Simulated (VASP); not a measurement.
Set up this calculation in VASP 6.6.1, as the native input.

| Quantity | Value |
| --- | --- |
| Task | single point |
| Functional | PBE |
| Potentials or basis | VASP PAW PBE potentials, release 64 (Al, Ru_pv) |
| Cutoff | 520 eV |
| k mesh | 12 × 12 × 12 |
| Occupations | methfessel-paxton, width 0.15 eV |
| Spin | no spin polarisation |
| Dipole correction | no |
| Further INCAR settings | ALGO = Normal; EDIFF = 1e-06; NBANDS = 16 |

The structure of AlRu lies in POSCAR:

```
AlRu
1.0
    2.9916000000      0.0000000000      0.0000000000
    0.0000000000      2.9916000000      0.0000000000
    0.0000000000      0.0000000000      3.0514320000
Al Ru
1 1
Direct
    0.0000000000      0.0000000000      0.0000000000
    0.5000000000      0.5000000000      0.5000000000
```

One way to write it, as run:

INCAR

```
ALGO     = Normal         # electronic algorithm
EDIFF    = 1E-6           # SCF threshold, eV
ENCUT    = 520            # plane-wave cutoff, eV
GGA      = PE             # functional
ISIF     = 2              # what is computed and relaxed
ISMEAR   = 1              # smearing method
LASPH    = T              # aspherical terms in the spheres
LCHARG   = F              # write CHGCAR
LREAL    = F              # projectors in reciprocal space
LWAVE    = F              # write WAVECAR
NBANDS   = 16             # bands
NELM     = 80             # most SCF steps
PREC     = Accurate       # precision mode
SIGMA    = 0.15           # smearing width, eV
```

KPOINTS

```
k-points
0
Gamma
  12 12 12
```

Potentials or basis: VASP PAW PBE potentials, release 64 (Al, Ru_pv).

Command:

```sh
$ cat potpaw_PBE.64/Al/POTCAR potpaw_PBE.64/Ru_pv/POTCAR > POTCAR
$ mpirun -np 1 vasp_std > vasp.out
```

It gave:

```
Pressure               : -1.7 GPa
Band gap on the k mesh : zero (an odd number of electrons rules out a gap without spin polarisation)
```

It took 55 s on 1 thread of Intel Xeon 8259CL, on a shared host, peak memory 0.21 GiB.
